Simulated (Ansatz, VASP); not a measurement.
**One calculation of CoRu3, two programs**

```
CELL_PARAMETERS angstrom
2.58295 0.00000 0.00000
-1.29148 2.23690 0.00000
0.00000 0.00000 8.75320
ATOMIC_POSITIONS crystal
Co 0.33333 0.66667 0.00000
Ru 0.33333 0.66667 0.50000
Ru 0.66667 0.33333 0.25000
Ru 0.66667 0.33333 0.75000
```

Alike in both runs: task relaxation of cell and atoms; functional PBE; k mesh 6 × 6 × 2; occupations gaussian, width 0.1 eV; collinear spin.

```csv
,VASP,Ansatz
version,VASP 6.6.1,Ansatz 0.2.0
potentials or method,"VASP PAW PBE potentials, release 64 (Co, Ru_pv), cutoff 600 eV","scalar-relativistic, plane waves, PAW"
valence electrons in the cell,51,65
```

|  | VASP | Ansatz | Ansatz less VASP |
| --- | --- | --- | --- |
| gap on the k mesh at the Fermi level, each at its own relaxed structure (eV) | none | none | - |
| net moment per atom (μB) | 0.41 | 0.41 | +0.005 |
| size of the moment on the site where the two differ most (μB) | 1.56 | 1.61 | +0.045 |
| relaxed volume (Å³/atom) | 13.20 | 13.20 | +0.007 |
| relaxed length of the cell vector where the two differ most in proportion (Å) | 8.386 | 8.396 | +0.0104 |

Site moments also hang on the region over which each program counts them. A gap of «none» marks a metal or a gap that the smearing closes. VASP's potentials hold 51 valence electrons a cell and Ansatz's 65, so a difference there can come from the potentials and not from the codes.

The k mesh is coarse, so the values compare programs but aren't converged.
